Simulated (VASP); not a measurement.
A run of VASP 6.6.1 is set up as follows.

INCAR

```
PREC = Accurate ; ENCUT = 600
EDIFF = 1E-6 ; ISMEAR = 0
SIGMA = 0.05 ; LREAL = Auto
LASPH = True ; NELM = 120
ALGO = Normal ; ISIF = 2
LWAVE = False ; LCHARG = False
GGA = PE ; NBANDS = 282
GGA_COMPAT = False
```

The input KPOINTS:

```
regular mesh
0
Gamma
  2 2 2
```

POSCAR

```
W3N4
1.0
    8.2440000000      0.0000000000      0.0000000000
    0.0000000000      8.2440000000      0.0000000000
    0.0000000000      0.0000000000      8.2440000000
W N
24 32
Direct
    0.2500000000      0.2500000000      0.0000000000
    0.2500000000      0.2500000000      0.5000000000
    0.2500000000      0.7500000000      0.0000000000
    0.2500000000      0.7500000000      0.5000000000
    0.7500000000      0.2500000000      0.0000000000
    0.7500000000      0.2500000000      0.5000000000
    0.7500000000      0.7500000000      0.0000000000
    0.7500000000      0.7500000000      0.5000000000
    0.0000000000      0.2500000000      0.2500000000
    0.0000000000      0.2500000000      0.7500000000
    0.0000000000      0.7500000000      0.2500000000
    0.0000000000      0.7500000000      0.7500000000
    0.5000000000      0.2500000000      0.2500000000
    0.5000000000      0.2500000000      0.7500000000
    0.5000000000      0.7500000000      0.2500000000
    0.5000000000      0.7500000000      0.7500000000
    0.2500000000      0.0000000000      0.2500000000
    0.2500000000      0.0000000000      0.7500000000
    0.2500000000      0.5000000000      0.2500000000
    0.2500000000      0.5000000000      0.7500000000
    0.7500000000      0.0000000000      0.2500000000
    0.7500000000      0.0000000000      0.7500000000
    0.7500000000      0.5000000000      0.2500000000
    0.7500000000      0.5000000000      0.7500000000
    0.2500000000      0.2500000000      0.2500000000
    0.2500000000      0.2500000000      0.7500000000
    0.2500000000      0.7500000000      0.2500000000
    0.2500000000      0.7500000000      0.7500000000
    0.7500000000      0.2500000000      0.2500000000
    0.7500000000      0.2500000000      0.7500000000
    0.7500000000      0.7500000000      0.2500000000
    0.7500000000      0.7500000000      0.7500000000
    0.2500000000      0.0000000000      0.0000000000
    0.2500000000      0.0000000000      0.5000000000
    0.2500000000      0.5000000000      0.0000000000
    0.2500000000      0.5000000000      0.5000000000
    0.7500000000      0.0000000000      0.0000000000
    0.7500000000      0.0000000000      0.5000000000
    0.7500000000      0.5000000000      0.0000000000
    0.7500000000      0.5000000000      0.5000000000
    0.0000000000      0.2500000000      0.0000000000
    0.0000000000      0.2500000000      0.5000000000
    0.0000000000      0.7500000000      0.0000000000
    0.0000000000      0.7500000000      0.5000000000
    0.5000000000      0.2500000000      0.0000000000
    0.5000000000      0.2500000000      0.5000000000
    0.5000000000      0.7500000000      0.0000000000
    0.5000000000      0.7500000000      0.5000000000
    0.0000000000      0.0000000000      0.2500000000
    0.0000000000      0.0000000000      0.7500000000
    0.0000000000      0.5000000000      0.2500000000
    0.0000000000      0.5000000000      0.7500000000
    0.5000000000      0.0000000000      0.2500000000
    0.5000000000      0.0000000000      0.7500000000
    0.5000000000      0.5000000000      0.2500000000
    0.5000000000      0.5000000000      0.7500000000
```

Potentials or basis: VASP PAW PBE potentials, release 64 (W_sv, N).

The run is started by

```console
$ cat potpaw_PBE.64/W_sv/POTCAR potpaw_PBE.64/N/POTCAR > POTCAR
$ mpirun -np 1 vasp_std > vasp.out
```

Q: Predict the pressure.

A: 30.2 GPa.

Q: Estimate the band gap on the k mesh.

A: Zero (bands 248 and 249 overlap by 0.27 eV).

Caveat: the k points lie up to 0.38 Å⁻¹ apart; spin-orbit coupling is left out, which moves the levels of the heavy elements.
